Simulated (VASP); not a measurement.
# AlGa3Sb4 (P-4m2) in VASP: settings compared

AlGa3Sb4 is run at these levels: PBE, LDA; tasks: relaxation of cell and atoms, single point.

All numbers are computed with VASP 6.6.1; they aren't measurements. Logs are shortened: lines on timing, memory, paths and dates and some standing lists are left out, and cuts for length are marked.

## (1) The cell of the first run

The structure is tetragonal, space group P-4m2 (No. 115). The conventional cell has a = 4.398 Å, b = 4.398 Å, c = 12.421 Å, α = 90.00°, β = 90.00°, γ = 90.00°. Within 3.6 Å of Al (site symmetry -4m2) lie 4 Sb at 2.69 Å. Ga (site symmetry -4m2) has 4 Sb at 2.69 Å within 3.5 Å. Ga (site symmetry 2mm) has 4 Sb at 2.69 Å within 3.5 Å. Within 3.5 Å of Sb (site symmetry 2mm) lie 4 Ga at 2.69 Å. Sb (site symmetry 2mm) has 2 Al at 2.69 Å and 2 Ga at 2.69 Å within 3.6 Å.

## (2) Relaxation of cell and atoms, PBE

Input file INCAR:

```
PREC = Accurate
ENCUT = 500
EDIFF = 1E-7
ISMEAR = 0
SIGMA = 0.1
LREAL = F
LASPH = T
NELM = 120
ALGO = Normal
ISIF = 3
LWAVE = F
LCHARG = F
GGA = PE
IBRION = 2
NSW = 100
EDIFFG = -0.01
GGA_COMPAT = F
NELMIN = 4
```

Input file KPOINTS:

```
regular mesh
0
Gamma
  8 8 4
```

Input file POSCAR:

```
AlGa3Sb4
1.0
    4.3982797000      0.0000000000      0.0000000000
    0.0000000000      4.3982797000      0.0000000000
    0.0000000000      0.0000000000     12.4213562000
Al Ga Sb
1 3 4
Direct
    0.0000000000      0.0000000000      0.5000000000
    0.0000000000      0.0000000000      0.0000000000
    0.5000000000      0.5000000000      0.2495650000
    0.5000000000      0.5000000000      0.7504350000
    0.5000000000      0.0000000000      0.1248070000
    0.0000000000      0.5000000000      0.3747940000
    0.5000000000      0.0000000000      0.6252060000
    0.0000000000      0.5000000000      0.8751930000
```

Potentials or basis: VASP PAW PBE potentials, release 64 (Al, Ga_d, Sb).

On the command line:

```console
> cat potpaw_PBE.64/Al/POTCAR potpaw_PBE.64/Ga_d/POTCAR potpaw_PBE.64/Sb/POTCAR > POTCAR
> mpirun -np 1 vasp_std > vasp.out
```

OUTCAR:

```text
PREC = Accurate
   ENCUT = 500
   EDIFF = 1E-7
   ISMEAR = 0
   LREAL = F
   LASPH = T
   NELM = 120
   ISIF = 3
   GGA = PE
   IBRION = 2
   NSW = 100
   EDIFFG = -0.01
   NELMIN = 4

 ion  position               nearest neighbor table
   1  0.000  0.000  0.500-   6 2.69   7 2.69   6 2.69   7 2.69
   2  0.000  0.000  0.000-   5 2.69   8 2.69   8 2.69   5 2.69
   3  0.500  0.500  0.250-   5 2.69   5 2.69   6 2.69   6 2.69
   4  0.500  0.500  0.750-   8 2.69   8 2.69   7 2.69   7 2.69
   5  0.500  0.000  0.125-   3 2.69   3 2.69   2 2.69   2 2.69
   6  0.000  0.500  0.375-   1 2.69   1 2.69   3 2.69   3 2.69
   7  0.500  0.000  0.625-   1 2.69   1 2.69   4 2.69   4 2.69
   8  0.000  0.500  0.875-   4 2.69   4 2.69   2 2.69   2 2.69

  LATTYP: Found a simple tetragonal cell.
 ALAT       =     4.3982797000
 C/A-ratio  =     2.8241396744

  Lattice vectors:

 A1 = (   4.3982797000,   0.0000000000,   0.0000000000)
 A2 = (   0.0000000000,   4.3982797000,   0.0000000000)
 A3 = (   0.0000000000,   0.0000000000,  12.4213562000)

Analysis of symmetry for initial positions (statically):
=====================================================================
 Subroutine PRICEL returns:
 Original cell was already a primitive cell.

 Routine SETGRP: Setting up the symmetry group for a
 simple tetragonal supercell.

 Subroutine GETGRP returns: Found  8 space group operations
 (whereof  8 operations were pure point group operations)
 out of a pool of 16 trial point group operations.

The static configuration has the point symmetry D_2d.

Analysis of symmetry for dynamics (positions and initial velocities):
=====================================================================
 Subroutine PRICEL returns:
 Original cell was already a primitive cell.

 Routine SETGRP: Setting up the symmetry group for a
 simple tetragonal supercell.

 Subroutine GETGRP returns: Found  8 space group operations
 (whereof  8 operations were pure point group operations)
 out of a pool of 16 trial point group operations.

The dynamic configuration has the point symmetry D_2d.

 Subroutine INISYM returns: Found  8 space group operations
 (whereof  8 operations are pure point group operations),
[... 171 lines left out ...]
  energy-cutoff  :      500.00
  volume of cell :      240.29
      direct lattice vectors                 reciprocal lattice vectors
     4.398279700  0.000000000  0.000000000     0.227361620  0.000000000  0.000000000
     0.000000000  4.398279700  0.000000000     0.000000000  0.227361620  0.000000000
     0.000000000  0.000000000 12.421356200     0.000000000  0.000000000  0.080506507

 POSITION                                       TOTAL-FORCE (eV/Angst)
 -----------------------------------------------------------------------------------
      0.00000      0.00000      6.21068        -0.000000     -0.000000     -0.000000
      0.00000      0.00000      0.00000        -0.000000     -0.000000     -0.000000
      2.19914      2.19914      3.09994         0.000000      0.000000     -0.001834
      2.19914      2.19914      9.32142        -0.000000     -0.000000      0.001834
      2.19914      0.00000      1.55027        -0.000000     -0.000000      0.000090
      0.00000      2.19914      4.65545        -0.000000     -0.000000     -0.010243
      2.19914      0.00000      7.76591        -0.000000     -0.000000      0.010243
      0.00000      2.19914     10.87108        -0.000000     -0.000000     -0.000090
 -----------------------------------------------------------------------------------
    total drift:                                0.000000     -0.000000      0.000000

  FREE ENERGIE OF THE ION-ELECTRON SYSTEM (eV)
  ---------------------------------------------------
  free  energy   TOTEN  =       -30.3122643874 eV

  energy  without entropy=      -30.3114991579  energy(sigma->0) =      -30.31188177

--------------------------------------- Ionic step        2  -------------------------------------------

 number of electron      61.9999992 magnetization

 Free energy of the ion-electron system (eV)
  ---------------------------------------------------
  ext. energy  EPLUGINS =         0.00000000
  ---------------------------------------------------
  free energy    TOTEN  =       -30.31239277 eV

  energy without entropy =      -30.31159361  energy(sigma->0) =      -30.31199319

 E-fermi :   4.4451     XC(G=0):  -8.7747

 val. band max:        4.4184648939   @ k =   0.0000   0.0000   0.0000
 cond. band min:       4.7134664461   @ k =   0.5000   0.0000   0.0000
 fundamental gap:      0.2950015521
 Fermi energy:         4.4450520015

 k-point     1 :       0.0000    0.0000    0.0000
  band No.  band energies     occupation
      1     -10.5241      2.00000
      2     -10.5161      2.00000
      3     -10.4951      2.00000
      4     -10.4907      2.00000
      5     -10.4907      2.00000
      6     -10.4873      2.00000
[... 949 lines left out ...]
     36       7.7768      0.00000
     37       7.8151      0.00000

 [... further k-points ...]
[... 5 lines left out ...]
  --------------------------------------------------------------------------------------
  -------------------------------------------------------------------------------------
  Total       -0.0295505     -0.0295505     -0.0280422      0.0000000      0.0000000      0.0000000
  in kB       -0.1965498     -0.1965498     -0.1865177      0.0000000      0.0000000      0.0000000
  external PRESSURE =      -0.1932058 kB  Pullay stress =       0.0000000 kB

 VOLUME and BASIS-vectors are now :
 -----------------------------------------------------------------------------
  energy-cutoff  :      500.00
  volume of cell :      240.88
      direct lattice vectors                 reciprocal lattice vectors
     4.401885104  0.000000000  0.000000000     0.227175398  0.000000000  0.000000000
     0.000000000  4.401885104  0.000000000     0.000000000  0.227175398 -0.000000000
     0.000000000  0.000000000 12.431544749     0.000000000 -0.000000000  0.080440526

 POSITION                                       TOTAL-FORCE (eV/Angst)
 -----------------------------------------------------------------------------------
      4.40189      4.40189      6.21577         0.000000      0.000000      0.000000
      4.40189      4.40189     12.43154        -0.000000     -0.000000      0.000000
      2.20094      2.20094      3.10239         0.000000     -0.000000     -0.002514
      2.20094      2.20094      9.32915         0.000000      0.000000      0.002514
      2.20094      4.40189      1.55155         0.000000     -0.000000     -0.000484
      4.40189      2.20094      4.65877         0.000000     -0.000000     -0.004944
      2.20094      4.40189      7.77277         0.000000      0.000000      0.004944
      4.40189      2.20094     10.88000         0.000000      0.000000      0.000484
 -----------------------------------------------------------------------------------
    total drift:                                0.000000      0.000000      0.000000

  FREE ENERGIE OF THE ION-ELECTRON SYSTEM (eV)
  ---------------------------------------------------
  free  energy   TOTEN  =       -30.3123927674 eV

  energy  without entropy=      -30.3115936057  energy(sigma->0) =      -30.31199319

 reached required accuracy - stopping structural energy minimisation
```

CONTCAR:

```text
AlGa3Sb4
   1.00000000000000
     4.4018851035806277    0.0000000000000000    0.0000000000000000
     0.0000000000000000    4.4018851035806277    0.0000000000000000
     0.0000000000000000    0.0000000000000000   12.4315447491657967
  Al              Ga              Sb
     1     3     4
Direct
     1.0000000000000000    1.0000000000000000    0.5000000000000000
     1.0000000000000000    1.0000000000000000    1.0000000000000000
     0.5000000000000000    0.5000000000000000    0.2495578777214398
     0.5000000000000000    0.5000000000000000    0.7504421222785602
     0.5000000000000000    1.0000000000000000    0.1248073479479409
     1.0000000000000000    0.5000000000000000    0.3747542172082944
     0.5000000000000000    1.0000000000000000    0.6252457827917056
     1.0000000000000000    0.5000000000000000    0.8751926520520591

  0.00000000E+00  0.00000000E+00  0.00000000E+00
  0.00000000E+00  0.00000000E+00  0.00000000E+00
  0.00000000E+00  0.00000000E+00  0.00000000E+00
  0.00000000E+00  0.00000000E+00  0.00000000E+00
  0.00000000E+00  0.00000000E+00  0.00000000E+00
  0.00000000E+00  0.00000000E+00  0.00000000E+00
  0.00000000E+00  0.00000000E+00  0.00000000E+00
  0.00000000E+00  0.00000000E+00  0.00000000E+00
```

It took 14 min on 1 thread of Intel Xeon 8259CL, shared host; peak memory 0.55 GiB.

What came out:

| Item | Value |
| --- | --- |
| Free energy | -30.3124 eV |
| Relaxed volume | 30.11 Å³/atom |
| Relaxed cell | a = 4.402 Å, b = 4.402 Å, c = 12.432 Å, α = 90.00°, β = 90.00°, γ = 90.00° |
| Space group after relaxing (to 0.1 Å) | P-4m2 (No. 115) |
| Energy gained by relaxing | 0.0 meV/atom |
| Ionic steps | 2 |
| Pressure after relaxing | 0.0 GPa |
| Largest force after relaxing | 0.005 eV/Å |

Forces in eV/Å, atoms in the order of the input:
```
Al   0.000  0.000  0.000
Ga   0.000  0.000  0.000
Ga   0.000  0.000 -0.003
Ga   0.000  0.000  0.003
Sb   0.000  0.000  0.000
Sb   0.000  0.000 -0.005
Sb   0.000  0.000  0.005
Sb   0.000  0.000  0.000
```

The path:
| step | energy change (eV) | largest force (eV/Å) | pressure (GPa) | volume (Å³) |
| --- | --- | --- | --- | --- |
| 1 | 0.0000 | 0.0102 | 0.09 | 240.29 |
| 2 | -0.0001 | 0.0049 | -0.02 | 240.88 |

Final structure:
```
Al Ga Sb
1.0
     4.40189    0.00000    0.00000
     0.00000    4.40189    0.00000
     0.00000    0.00000   12.43154
Al Ga Sb
1 3 4
Direct
  0.00000 0.00000 0.50000
  0.00000 0.00000 0.00000
  0.50000 0.50000 0.24956
  0.50000 0.50000 0.75044
  0.50000 0.00000 0.12481
  0.00000 0.50000 0.37475
  0.50000 0.00000 0.62525
  0.00000 0.50000 0.87519
```

Levels at points of the mesh, in eV from the Fermi level:
```tsv
k point	band 29	band 30	band 31	band 32	band 33	band 34
(0.00, 0.00, 0.00)	-0.07	-0.07	-0.07	-0.03	1.00	1.16
(0.50, 0.00, 0.00)	-1.10	-1.08	-1.07	0.27	0.63	1.92
(0.50, 0.50, 0.00)	-2.39	-2.39	-2.38	0.84	1.18	1.26
(0.00, 0.00, 0.50)	-0.72	-0.61	-0.61	0.87	1.01	1.43
(0.50, 0.00, 0.50)	-1.12	-1.11	-1.11	1.29	1.34	1.36
(0.50, 0.50, 0.50)	-2.67	-2.67	-2.67	1.74	1.93	1.95
```

Caveat: spin-orbit coupling is left out, which moves the levels of the heavy elements.

## (3) Single point, LDA

Input file INCAR:

```
SYSTEM = AlGa3Sb4
  PREC = Accurate
  ENCUT = 500
  EDIFF = 1E-6
  ISMEAR = 0
  SIGMA = 0.1
  LREAL = .FALSE.
  LASPH = .TRUE.
  NELM = 120
  ALGO = Normal
  ISIF = 2
  LWAVE = .FALSE.
  LCHARG = .FALSE.
  GGA = CA
  NBANDS = 41
  GGA_COMPAT = .FALSE.
```

Input file KPOINTS:

```
regular mesh
0
G
  8 8 4
  0 0 0
```

POSCAR is that of step 2.

Potentials or basis: VASP PAW LDA potentials, release 64 (Al, Ga_d, Sb).

On the command line:

```console
> cat potpaw_LDA.64/Al/POTCAR potpaw_LDA.64/Ga_d/POTCAR potpaw_LDA.64/Sb/POTCAR > POTCAR
> mpirun -np 1 vasp_std > vasp.out
```

Wall time 8.6 min (1 thread of Intel Xeon 8259CL, shared host); peak memory 0.49 GiB.

It converged, with:

```yaml
Free_energy: -35.0949 eV
Pressure: -3.3 GPa
Largest_force: 0.108 eV/Å
Band_gap_on_the_k_mesh: zero (filled and empty bands touch)
```

Forces in eV/Å, atoms in the order of the input:
```
Al   0.000  0.000  0.000
Ga   0.000  0.000  0.000
Ga   0.000  0.000 -0.006
Ga   0.000  0.000  0.006
Sb   0.000  0.000 -0.001
Sb   0.000  0.000 -0.108
Sb   0.000  0.000  0.108
Sb   0.000  0.000  0.001
```

Levels at points of the mesh, in eV from the Fermi level:
```csv
k point,band 27,band 28,band 29,band 30,band 31,band 32,band 33,band 34,band 35,band 36
"(0.00, 0.00, 0.00)",-1.52,-1.52,-0.14,-0.05,-0.05,-0.05,0.94,1.10,1.26,1.46
"(0.50, 0.00, 0.00)",-1.14,-1.08,-1.08,-1.06,-1.05,0.19,0.55,1.86,2.06,3.59
"(0.50, 0.50, 0.00)",-2.90,-2.38,-2.38,-2.38,-2.38,0.78,1.12,1.19,1.19,3.47
"(0.00, 0.00, 0.50)",-1.82,-0.70,-0.70,-0.59,-0.59,0.81,0.95,1.38,1.70,1.74
"(0.50, 0.00, 0.50)",-2.03,-1.16,-1.11,-1.09,-1.09,1.23,1.28,1.30,1.79,3.47
"(0.50, 0.50, 0.50)",-2.77,-2.68,-2.68,-2.66,-2.66,1.69,1.88,1.90,2.00,2.00
```

Caveat: the cell stands under tension; semilocal functionals underestimate gaps, so a narrow gap can read as zero; spin-orbit coupling is left out, which moves the levels of the heavy elements.
